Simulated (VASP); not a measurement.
A run of VASP 6.6.1 is set up as follows.

File INCAR:

```
SYSTEM = Rh
  ALGO = Normal
  EDIFF = 1E-6
  ENCUT = 520
  GGA = PE
  ISIF = 2
  ISMEAR = -1
  LASPH = .TRUE.
  LCHARG = .TRUE.
  LELF = .TRUE.
  LREAL = .FALSE.
  LVHAR = .TRUE.
  LWAVE = .FALSE.
  NBANDS = 14
  NELM = 60
  PREC = Accurate
  SIGMA = 0.06122561905347299
```

The input KPOINTS:

```
k-points
0
G
  25 25 25
  0 0 0
```

POSCAR

```
Rh
1.0
   -1.5655205800      1.5655205800      1.5655205800
    1.5655205800     -1.5655205800      1.5655205800
    1.5655205800      1.5655205800     -1.5655205800
Rh
1
Direct
    0.0000000000      0.0000000000      0.0000000000
```

Potentials or basis: VASP PAW PBE potentials, release 64 (Rh_pv).

Run with:

```console
$ cat potpaw_PBE.64/Rh_pv/POTCAR > POTCAR
$ mpirun -np 1 vasp_std > vasp.out
```

Q: Estimate the pressure.

A: -11.7 GPa.
